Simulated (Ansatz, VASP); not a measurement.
# SnO2 in VASP and in Ansatz

```
Sn O
1.0
     0.00000    2.53347    2.53347
     2.64190    0.00000    2.53347
     2.64190    2.53347    0.00000
Sn O
1 2
Direct
  0.00000 0.00000 0.00000
  0.25000 0.25000 0.25000
  0.75000 0.75000 0.75000
```

Change from the starting cell: uniaxial_x strain +4.3%.

Alike in both runs: task single point; functional r2SCAN; k mesh 8 × 8 × 8; occupations fermi-dirac, width 0.02 eV; no spin polarisation.

```csv
,VASP,Ansatz
version,VASP 6.6.1,Ansatz 0.2.0
potentials or method,"VASP PAW PBE potentials, release 64 (Sn_d, O)","plane waves, PAW"
plane-wave cutoff (eV),520,500
valence electrons in the cell,26,26
```

```csv
,VASP,Ansatz,Ansatz less VASP
pressure (GPa),-7.3,-8.4,-1.13
"traceless stress, the component that is largest in VASP (GPa)",-12.89,-12.91,-0.024
```

VASP's potentials were made for PBE, not for r2SCAN.
